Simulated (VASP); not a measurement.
# CoO (Fm-3m) in VASP: further runs

CoO is run at these levels: PBE; tasks: single point.

All numbers are computed with VASP 6.6.1; they aren't measurements. Logs are shortened: lines on timing, memory, paths and dates and some standing lists are left out, and cuts for length are marked.

## Step 1: The cell of the first run

It takes space group Fm-3m (No. 225, cubic). Conventional cell: a = 4.177 Å, b = 4.177 Å, c = 4.177 Å, α = 90.00°, β = 90.00°, γ = 90.00°. Within 2.8 Å of Co (site symmetry m-3m) lie 6 O at 2.09 Å. Within 2.8 Å of O (site symmetry m-3m) lie 6 Co at 2.09 Å.

## Step 2: Single point, PBE, collinear spin, ferromagnetic start (volume scaled by 0.9405)

Input file INCAR:

```
SYSTEM = CoO
PREC = Accurate ; ENCUT = 520
EDIFF = 1E-7 ; ISMEAR = -1
SIGMA = 0.05 ; LREAL = .False.
LASPH = .True. ; NELM = 150
ALGO = Normal ; ISIF = 2
LWAVE = .False. ; LCHARG = .True.
ISPIN = 2 ; MAGMOM = 2 0
LORBIT = 11 ; LMAXMIX = 4
GGA = PE ; LELF = .True.
LVHAR = .True. ; NBANDS = 18
```

Input file KPOINTS:

```
regular mesh
0
Gamma
  15 15 15
  0 0 0
```

Input file POSCAR:

```
CoO
1.0
    0.0000000000      2.0883579357      2.0883579357
    2.0883579357      0.0000000000      2.0883579357
    2.0883579357      2.0883579357      0.0000000000
Co O
1 1
Direct
    0.0000000000      0.0000000000      0.0000000000
    0.5000000000      0.5000000000      0.5000000000
```

Potentials or basis: VASP PAW PBE potentials, release 64 (Co, O).

Command:

```
$ cat potpaw_PBE.64/Co/POTCAR potpaw_PBE.64/O/POTCAR > POTCAR
$ mpirun -np 1 vasp_std > vasp.out
```

OUTCAR:

```text
SYSTEM = CoO
   PREC = Accurate
   ENCUT = 520
   EDIFF = 1E-7
   ISMEAR = -1
   LREAL = .False.
   LASPH = .True.
   NELM = 150
   ISIF = 2
   ISPIN = 2
   LORBIT = 11
   GGA = PE

 ion  position               nearest neighbor table
   1  0.000  0.000  0.000-   2 2.09   2 2.09   2 2.09   2 2.09   2 2.09   2 2.09
   2  0.500  0.500  0.500-   1 2.09   1 2.09   1 2.09   1 2.09   1 2.09   1 2.09

  LATTYP: Found a face centered cubic cell.
 ALAT       =     4.1767158714

  Lattice vectors:

 A1 = (   0.0000000000,   2.0883579357,   2.0883579357)
 A2 = (   2.0883579357,   0.0000000000,   2.0883579357)
 A3 = (   2.0883579357,   2.0883579357,   0.0000000000)

Analysis of symmetry for initial positions (statically):
=====================================================================
 Subroutine PRICEL returns:
 Original cell was already a primitive cell.

 Routine SETGRP: Setting up the symmetry group for a
 face centered cubic supercell.

 Subroutine GETGRP returns: Found 48 space group operations
 (whereof 48 operations were pure point group operations)
 out of a pool of 48 trial point group operations.

The static configuration has the point symmetry O_h .

Analysis of symmetry for dynamics (positions and initial velocities):
=====================================================================
 Subroutine PRICEL returns:
 Original cell was already a primitive cell.

 Routine SETGRP: Setting up the symmetry group for a
 face centered cubic supercell.

 Subroutine GETGRP returns: Found 48 space group operations
 (whereof 48 operations were pure point group operations)
 out of a pool of 48 trial point group operations.

The dynamic configuration has the point symmetry O_h .

Analysis of structural, dynamic, and magnetic symmetry:
=====================================================================
 Subroutine PRICEL returns:
 Original cell was already a primitive cell.

 Routine SETGRP: Setting up the symmetry group for a
 face centered cubic supercell.

 Subroutine GETGRP returns: Found 48 space group operations
 (whereof 48 operations were pure point group operations)
 out of a pool of 48 trial point group operations.

The overall configuration has the point symmetry O_h .

 Subroutine INISYM returns: Found 48 space group operations
 (whereof 48 operations are pure point group operations),
 and found     1 'primitive' translations

[... 110 lines left out ...]
   EFERMI_NEDOS =   21; number of points for ismear=-14 and -15
   IALGO  =     38    algorithm
   IMIX   =      4    mixing-type and parameters
     AMIX     =   0.40;   BMIX     =  1.00
     AMIX_MAG =   1.60;   BMIX_MAG =  1.00
  volume/ion in A,a.u.               =       9.11        61.46
  Fermi-wavevector in a.u.,A,eV,Ry     =   1.534465  2.899718 32.036044  2.354583
  Thomas-Fermi vector in A             =   2.641389
   LORBIT       =     11    0 simple, 1 ext, 2 COOP (PROOUT), +10 PAW based schemes
   GGA     = PE    functional components
   LHFCALC =     F    Hartree Fock is set to
   AEXX    =    0.0000 exact exchange contribution
   IVDW    =     0    specifies the selected vdW correction
   LEPSILON=     F    determine dielectric tensor
   LRPA    =     F    only Hartree local field effects (RPA)
 spin polarized calculation
  energy-cutoff  :      520.00
  volume of cell :       18.22
 maximum number of plane-waves:       531
 NGX is ok and might be reduce to    24
   NGX = 11   NGY = 11   NGZ = 11

 number of electron      14.9999997 magnetization       2.6493536

 Free energy of the ion-electron system (eV)
  ---------------------------------------------------
  ext. energy  EPLUGINS =         0.00000000
  ---------------------------------------------------
  free energy    TOTEN  =       -13.04194338 eV

  energy without entropy =      -13.00645004  energy(sigma->0) =      -13.02419671

 E-fermi :   8.7646     XC(G=0): -12.7517

 val. band max:        8.7621501098   @ k =   0.2667   0.2667   0.0000
 cond. band min:       8.7648070063   @ k =   0.4000   0.1333   0.0000
 fundamental gap:      0.0026568965
 Fermi energy:         8.7645907775

 spin component 1

 k-point     1 :       0.0000    0.0000    0.0000
  band No.  band energies     occupation
      1     -12.0057      1.00000
      2       5.3619      1.00000
      3       5.3619      1.00000
      4       5.3619      1.00000
      5       5.5846      1.00000
      6       5.5846      1.00000
[... 493 lines left out ...]
     17      35.3435      0.00000
     18      36.4397      0.00000

 [... further k-points ...]

 spin component 2

 k-point     1 :       0.0000    0.0000    0.0000
  band No.  band energies     occupation
      1     -11.5983      1.00000
      2       5.8167      1.00000
      3       5.8167      1.00000
      4       5.8167      1.00000
      5       7.5224      1.00000
      6       7.5225      1.00000
[... 493 lines left out ...]
     17      36.0469      0.00000
     18      37.2404      0.00000

 [... further k-points ...]
[... 5 lines left out ...]
  --------------------------------------------------------------------------------------
  -------------------------------------------------------------------------------------
  Total        0.8786695      0.8786695      0.8786695      0.0000000      0.0000000      0.0000000
  in kB       77.2843053     77.2843053     77.2843053      0.0000000      0.0000000      0.0000000
  external PRESSURE =      77.2843053 kB  Pullay stress =       0.0000000 kB

 VOLUME and BASIS-vectors are now :
 -----------------------------------------------------------------------------
  energy-cutoff  :      520.00
  volume of cell :       18.22
      direct lattice vectors                 reciprocal lattice vectors
     0.000000000  2.088357936  2.088357936    -0.239422558  0.239422558  0.239422558
     2.088357936  0.000000000  2.088357936     0.239422558 -0.239422558  0.239422558
     2.088357936  2.088357936  0.000000000     0.239422558  0.239422558 -0.239422558

 POSITION                                       TOTAL-FORCE (eV/Angst)
 -----------------------------------------------------------------------------------
      0.00000      0.00000      0.00000        -0.000000     -0.000000     -0.000000
      2.08836      2.08836      2.08836         0.000000      0.000000      0.000000
 -----------------------------------------------------------------------------------
    total drift:                                0.000000     -0.000000     -0.000000

  FREE ENERGIE OF THE ION-ELECTRON SYSTEM (eV)
  ---------------------------------------------------
  free  energy   TOTEN  =       -13.0419433767 eV

  energy  without entropy=      -13.0064500373  energy(sigma->0) =      -13.02419671

 total charge

# of ion       s       p       d       tot
------------------------------------------
    1        0.309   0.395   7.206   7.911
    2        1.558   3.444   0.000   5.002
--------------------------------------------------
tot          1.867   3.839   7.206  12.913

 magnetization (x)

# of ion       s       p       d       tot
------------------------------------------
    1        0.021   0.019   2.331   2.371
    2        0.029   0.206   0.000   0.236
--------------------------------------------------
tot          0.051   0.225   2.331   2.607
```

OSZICAR:

```text
N       E                     dE             d eps       ncg     rms          rms(c)
DAV:   1     0.774185937532E+02    0.77419E+02   -0.65782E+03  8976   0.970E+02
DAV:   2    -0.106894483993E+02   -0.88108E+02   -0.76141E+02  9146   0.223E+02
DAV:   3    -0.152989012003E+02   -0.46095E+01   -0.44385E+01 10206   0.542E+01
DAV:   4    -0.153445415284E+02   -0.45640E-01   -0.45595E-01 10676   0.517E+00
DAV:   5    -0.153455604351E+02   -0.10189E-02   -0.10187E-02 10618   0.769E-01    0.167E+01
DAV:   6    -0.141310480540E+02    0.12145E+01   -0.14348E+01 11300   0.583E+01    0.182E+01
DAV:   7    -0.131216767101E+02    0.10094E+01   -0.54586E+00 10844   0.439E+01    0.775E+00
DAV:   8    -0.130501149815E+02    0.71562E-01   -0.30750E-01 12330   0.856E+00    0.405E+00
DAV:   9    -0.130476427256E+02    0.24723E-02   -0.93286E-02 13442   0.505E+00    0.167E+00
DAV:  10    -0.130428322501E+02    0.48105E-02   -0.25025E-02 13036   0.294E+00    0.602E-01
DAV:  11    -0.130419967559E+02    0.83549E-03   -0.10989E-02 12040   0.171E+00    0.192E-01
DAV:  12    -0.130419414867E+02    0.55269E-04   -0.11626E-03 11872   0.406E-01    0.431E-02
DAV:  13    -0.130419387479E+02    0.27387E-05   -0.68693E-05 11560   0.757E-02    0.258E-02
DAV:  14    -0.130419434426E+02   -0.46947E-05   -0.62832E-06 11642   0.495E-02    0.164E-02
DAV:  15    -0.130419434220E+02    0.20603E-07   -0.17961E-06  9980   0.118E-02    0.283E-03
DAV:  16    -0.130419433767E+02    0.45299E-07   -0.14066E-07  8948   0.476E-03
   1 F= -.13041943E+02 E0= -.13024197E+02  d E =-.354933E-01  mag=     2.6494
```

Wall time 65 s (1 thread of Intel Xeon 6975P-C, shared host); peak memory 0.2 GiB.

Results:

| Property | Result |
| --- | --- |
| Free energy | -13.0419 eV |
| Pressure | 7.7 GPa |
| Net moment | 2.65 μB per cell |
| Site moments | Co +2.37; O +0.24 μB |
| Valence electrons inside the program's atomic spheres | Co 7.91; O 5.00 |

Levels at points of the mesh, in eV from the Fermi level:
Spin up:
```tsv
k point	band 7	band 8	band 9	band 10	band 11	band 12
(0.00, 0.00, 0.00)	-3.02	-3.02	-3.02	1.33	17.04	18.63
```
Spin down:
| k point | band 2 | band 3 | band 4 | band 5 | band 6 | band 7 | band 8 | band 9 | band 10 | band 11 |
| --- | --- | --- | --- | --- | --- | --- | --- | --- | --- | --- |
| (0.00, 0.00, 0.00) | -2.95 | -2.95 | -2.95 | -1.24 | -1.24 | -1.24 | -0.04 | -0.04 | 1.81 | 16.96 |

Caveat: a cell with one magnetic atom can't hold antiferromagnetic order, which such compounds often take; semilocal functionals often make such compounds metallic where correlation or magnetic order opens a gap, which also shifts bond lengths.

## Step 3: Single point, PBE, collinear spin, ferromagnetic start (volume scaled by 0.98)

Input file INCAR:

```
SYSTEM = CoO
PREC = Accurate ; ENCUT = 520
EDIFF = 1E-7 ; ISMEAR = -1
SIGMA = 0.05 ; LREAL = .FALSE.
LASPH = .TRUE. ; NELM = 150
ALGO = Normal ; ISIF = 2
LWAVE = .FALSE. ; LCHARG = .TRUE.
ISPIN = 2 ; MAGMOM = 2 0
LORBIT = 11 ; LMAXMIX = 4
GGA = PE ; LELF = .TRUE.
LVHAR = .TRUE. ; NBANDS = 18
```

Input file KPOINTS:

```
Automatic mesh
0
G
  15 15 15
  0 0 0
```

Input file POSCAR:

```
CoO
1.0
    0.0000000000      2.1171941998      2.1171941998
    2.1171941998      0.0000000000      2.1171941998
    2.1171941998      2.1171941998      0.0000000000
Co O
1 1
Direct
    0.0000000000      0.0000000000      0.0000000000
    0.5000000000      0.5000000000      0.5000000000
```

Potentials or basis: VASP PAW PBE potentials, release 64 (Co, O).

Command:

```
$ cat potpaw_PBE.64/Co/POTCAR potpaw_PBE.64/O/POTCAR > POTCAR
$ mpirun -np 1 vasp_std > vasp.out
```

Run time: 79 s. Hardware: 1 thread of Intel Xeon 6975P-C, shared host; peak memory 0.2 GiB.

It converged, with:

| Item | Value |
| --- | --- |
| Free energy | -13.0630 eV |
| Pressure | 0.9 GPa |
| Net moment | 2.85 μB per cell |
| Site moments | Co +2.52; O +0.28 μB |
| Valence electrons inside the program's atomic spheres | Co 7.83; O 4.99 |

Levels at points of the mesh, in eV from the Fermi level:
Spin up:
```csv
k point,band 6,band 7,band 8,band 9,band 10,band 11,band 12,band 13
"(0.00, 0.00, 0.00)",-3.19,-3.06,-3.06,-3.06,1.10,16.92,18.29,18.29
```
Spin down:
| k point | band 3 | band 4 | band 5 | band 6 | band 7 | band 8 | band 9 | band 10 |
| --- | --- | --- | --- | --- | --- | --- | --- | --- |
| (0.00, 0.00, 0.00) | -2.66 | -2.66 | -1.14 | -1.14 | -1.14 | 0.04 | 0.04 | 1.63 |

Caveat: a cell with one magnetic atom can't hold antiferromagnetic order, which such compounds often take; semilocal functionals often make such compounds metallic where correlation or magnetic order opens a gap, which also shifts bond lengths.

## Step 4: Single point, PBE, collinear spin, ferromagnetic start (volume scaled by 1.02)

Input file INCAR:

```
ALGO = Normal
EDIFF = 1E-6
ENCUT = 520
GGA = PE
ISIF = 2
ISMEAR = -1
ISPIN = 2
LASPH = T
LCHARG = F
LMAXMIX = 4
LORBIT = 11
LREAL = F
LWAVE = F
MAGMOM = 2 0
NBANDS = 18
NELM = 150
PREC = Accurate
SIGMA = 0.05
```

Input file KPOINTS:

```
k-points
0
Gamma
  15 15 15
```

Input file POSCAR:

```
CoO
1.0
    0.0000000000      2.1456163054      2.1456163054
    2.1456163054      0.0000000000      2.1456163054
    2.1456163054      2.1456163054      0.0000000000
Co O
1 1
Direct
    0.0000000000      0.0000000000      0.0000000000
    0.5000000000      0.5000000000      0.5000000000
```

Command:

```
$ cat potpaw_PBE.64/Co/POTCAR potpaw_PBE.64/O/POTCAR > POTCAR
$ mpirun -np 1 vasp_std > vasp.out
```

Run time: 68 s. Hardware: 1 thread of Intel Xeon 6975P-C, shared host; peak memory 0.2 GiB.

The run converged. Its results:

```
Free energy                                           : -13.0529 eV
Pressure                                              : -5.4 GPa
Net moment                                            : 2.95 μB per cell
Site moments                                          : Co +2.59; O +0.31 μB
Valence electrons inside the program's atomic spheres : Co 7.75; O 4.97
```

Levels at points of the mesh, in eV from the Fermi level:
Spin up:
```csv
k point,band 7,band 8,band 9,band 10,band 11,band 12
"(0.00, 0.00, 0.00)",-3.01,-3.01,-3.01,0.90,16.80,17.98
```
Spin down:
| k point | band 2 | band 3 | band 4 | band 5 | band 6 | band 7 | band 8 | band 9 | band 10 | band 11 |
| --- | --- | --- | --- | --- | --- | --- | --- | --- | --- | --- |
| (0.00, 0.00, 0.00) | -2.43 | -2.43 | -2.43 | -1.05 | -1.05 | -1.05 | 0.10 | 0.10 | 1.44 | 16.71 |

Caveat: a cell with one magnetic atom can't hold antiferromagnetic order, which such compounds often take; semilocal functionals often make such compounds metallic where correlation or magnetic order opens a gap, which also shifts bond lengths.

(Part 1 of 2 ends here.)
